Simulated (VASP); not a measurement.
Here is a VASP 6.6.1 calculation.

INCAR

```
ALGO = Normal ; EDIFF = 1E-7
EDIFFG = -0.005 ; ENCUT = 600
GGA = PS ; GGA_COMPAT = False
IBRION = 2 ; ISIF = 3
ISMEAR = -1 ; LASPH = True
LCHARG = False ; LNONCOLLINEAR = True
LORBIT = 11 ; LORBMOM = True
LREAL = False ; LSORBIT = True
LWAVE = False ; MAGMOM = 0 0 0 0 0 0
NELM = 150 ; NSW = 80
PREC = Accurate ; SIGMA = 0.05
```

File KPOINTS:

```
k-points
0
Gamma
  6 6 6
```

Contents of POSCAR:

```
GaP
1.0
    0.0000000000      2.7252500000      2.7252500000
    2.7252500000      0.0000000000      2.7252500000
    2.7252500000      2.7252500000      0.0000000000
Ga P
1 1
Direct
    0.0000000000      0.0000000000      0.0000000000
    0.7500000000      0.7500000000      0.7500000000
```

Potentials or basis: VASP PAW PBE potentials, release 64 (Ga_d, P).

Command:

```console
$ cat potpaw_PBE.64/Ga_d/POTCAR potpaw_PBE.64/P/POTCAR > POTCAR
$ mpirun -np 1 vasp_ncl > vasp.out
```

(1) What does it give for the relaxed cell?

(2) What does it give for the net moment?

Answers

(1) a = 3.845 Å, b = 3.845 Å, c = 3.845 Å, α = 60.00°, β = 60.00°, γ = 60.00°.

(2) 0.00 μB per cell.
